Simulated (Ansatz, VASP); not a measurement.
# In2O3: VASP beside Ansatz

INCAR

```
SYSTEM = In2O3
  PREC = Accurate
  ENCUT = 520
  EDIFF = 1E-6
  ISMEAR = -1
  SIGMA = 0.02
  LREAL = .FALSE.
  LASPH = .TRUE.
  NELM = 80
  ALGO = Normal
  ISIF = 2
  LWAVE = .FALSE.
  LCHARG = .FALSE.
  GGA = PE
  NBANDS = 55
```

KPOINTS

```
Automatic mesh
0
G
  6 6 6
  0 0 0
```

Contents of POSCAR:

```
In2O3
1.0
    2.6712875109      1.5422685636      4.7078552978
   -2.6712875109      1.5422685636      4.7078552978
    0.0000000000     -3.0845371270      4.7078552979
In O
4 6
Direct
    0.6417037621      0.6417037621      0.6417037621
    0.8582962379      0.8582962379      0.8582962379
    0.3582962379      0.3582962379      0.3582962379
    0.1417037621      0.1417037621      0.1417037621
    0.0451077657      0.7500000000      0.4548922343
    0.7500000000      0.4548922343      0.0451077657
    0.4548922343      0.0451077657      0.7500000000
    0.9548922343      0.2500000000      0.5451077657
    0.5451077657      0.9548922343      0.2500000000
    0.2500000000      0.5451077657      0.9548922343
```

Input for Ansatz:

```yaml
crystal:
  lattice:
    - [2.6712875109, 1.5422685636, 4.7078552978]
    - [-2.6712875109, 1.5422685636, 4.7078552978]
    - [0.0, -3.084537127, 4.7078552979]
  atoms:
    - { symbol: In, position: [0.6417037621, 0.6417037621, 0.6417037621] }
    - { symbol: In, position: [0.8582962379, 0.8582962379, 0.8582962379] }
    - { symbol: In, position: [0.3582962379, 0.3582962379, 0.3582962379] }
    - { symbol: In, position: [0.1417037621, 0.1417037621, 0.1417037621] }
    - { symbol: O, position: [0.0451077657, 0.75, 0.4548922343] }
    - { symbol: O, position: [0.75, 0.4548922343, 0.0451077657] }
    - { symbol: O, position: [0.4548922343, 0.0451077657, 0.75] }
    - { symbol: O, position: [0.9548922343, 0.25, 0.5451077657] }
    - { symbol: O, position: [0.5451077657, 0.9548922343, 0.25] }
    - { symbol: O, position: [0.25, 0.5451077657, 0.9548922343] }
kpoints:
  mp_grid: { grid: [6, 6, 6] }
  band_path:
    path:
      - [0.0, 0.0, 0.0]
      - [0.5, 0.5, 0.5]
      - [0.7617877973, 0.2382122027, 0.5]
      - [0.5, -0.2382122027, 0.2382122027]
      - [0.5, 0.0, 0.0]
      - [0.3691061014, -0.3691061014, 0.0]
      - [0.6308938986, 0.0, 0.3691061014]
      - [0.5, 0.0, 0.5]
    npoints: 1
hamiltonian:
  xc: pbe
scf:
  occupations: { method: fermi_dirac, width: 0.02 }
  n_extra_bands: 6
output:
  forces: true
  stress: true
  eigenvalues: true
```

Change from the starting cell: hydrostatic strain -3.0%.

Alike in both runs: task single point; functional PBE; k mesh 6 × 6 × 6; occupations fermi-dirac, width 0.02 eV; no spin polarisation.

```csv
,VASP,Ansatz
version,VASP 6.6.1,Ansatz 0.2.0
potentials or method,"VASP PAW PBE potentials, release 64 (In_d, O)","plane waves, PAW"
plane-wave cutoff (eV),520,420
valence electrons in the cell,88,88
```

|  | VASP | Ansatz | Ansatz less VASP |
| --- | --- | --- | --- |
| gap on the k mesh at the Fermi level (eV) | 1.79 | 1.79 | +0.008 |
| pressure (GPa) | 27.5 | 26.7 | -0.73 |
| traceless stress, the component that is largest in VASP (GPa) | -3.41 | -3.28 | +0.131 |
| rms of the force components (eV/Å) | 0.045 | 0.047 | +0.0023 |

Atom by atom the forces differ by 0.006 eV/Å (rms over components).
